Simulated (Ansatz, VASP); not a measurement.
Two plane-wave programs on CdS

Contents of INCAR:

```
PREC = Accurate ; ENCUT = 520
EDIFF = 1E-8 ; ISMEAR = -1
SIGMA = 0.01 ; LREAL = F
LASPH = T ; NELM = 100
ALGO = Normal ; ISIF = 2
LWAVE = F ; LCHARG = F
GGA = PE ; LEFG = T
NBANDS = 16
```

The input KPOINTS:

```
regular mesh
0
Gamma
  2 2 2
```

The input POSCAR:

```
CdS
1.0
    0.0000000000      2.9100000000      2.9100000000
    2.9100000000      0.0000000000      2.9100000000
    2.9100000000      2.9100000000      0.0000000000
Cd S
1 1
Direct
    0.0000000000      0.0000000000      0.0000000000
    0.7500000000      0.7500000000      0.7500000000
```

Input for Ansatz:

```yaml
crystal:
  lattice:
    - [0.0, 2.91, 2.91]
    - [2.91, 0.0, 2.91]
    - [2.91, 2.91, 0.0]
  atoms:
    - { symbol: Cd, position: [0.0, 0.0, 0.0] }
    - { symbol: S, position: [0.75, 0.75, 0.75] }
kpoints:
  mp_grid: { grid: [2, 2, 2] }
scf:
  occupations: { method: fermi_dirac, width: 0.01 }
hamiltonian:
  xc: pbe
  pseudopotentials: { kind: paw }
output:
  forces: true
  stress: true
  eigenvalues: true
  efg: { contact_densities: true }
```

Alike in both runs: task electric field gradients; functional PBE; k mesh 2 × 2 × 2; occupations fermi-dirac, width 0.01 eV; no spin polarisation.

|  | VASP | Ansatz |
| --- | --- | --- |
| version | VASP 6.6.1 | Ansatz 0.2.0 |
| potentials or method | VASP PAW PBE potentials, release 64 (Cd, S) | PAW with Ansatz's default frozen-core files, scalar-relativistic |
| plane-wave cutoff (eV) | 520 | 420 |
| valence electrons in the cell | 18 | 26 |

```csv
,VASP,Ansatz,Ansatz less VASP
gap on the k mesh at the Fermi level (eV),1.01,1.01,-0.003
pressure (GPa),7.0,6.6,-0.45
```

VASP's potentials hold 18 valence electrons a cell and Ansatz's 26, so a difference there can come from the potentials and not from the codes.

The k mesh is coarse, so the values compare programs but aren't converged.
